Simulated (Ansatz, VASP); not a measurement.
**One calculation of NaF, two programs**

```
Na F
1.0
     0.00000    2.29675    2.29675
     2.29675    0.00000    2.29675
     2.29675    2.29675    0.00000
Na F
1 1
Direct
  0.00000 0.00000 0.00000
  0.50000 0.50000 0.50000
```

Alike in both runs: functional r2SCAN; k mesh 9 × 9 × 9; occupations fermi-dirac, width 0.02 eV; no spin polarisation.

Ansatz relaxed the structure, and its values are those at the end. VASP's run is a single point on that final structure, the one shown.

|  | VASP | Ansatz |
| --- | --- | --- |
| version | VASP 6.6.1 | Ansatz 0.2.0 |
| potentials or method | VASP PAW PBE potentials, release 64 (Na_pv, F) | PAW with Ansatz's default frozen-core files, scalar-relativistic |
| plane-wave cutoff (eV) | 520 | 500 |
| valence electrons in the cell | 14 | 16 |

|  | VASP | Ansatz | Ansatz less VASP |
| --- | --- | --- | --- |
| pressure (GPa) | -0.8 | 0.0 | +0.85 |

VASP's potentials were made for PBE, not for r2SCAN. VASP's potentials hold 14 valence electrons a cell and Ansatz's 16, so a difference there can come from the potentials and not from the codes.
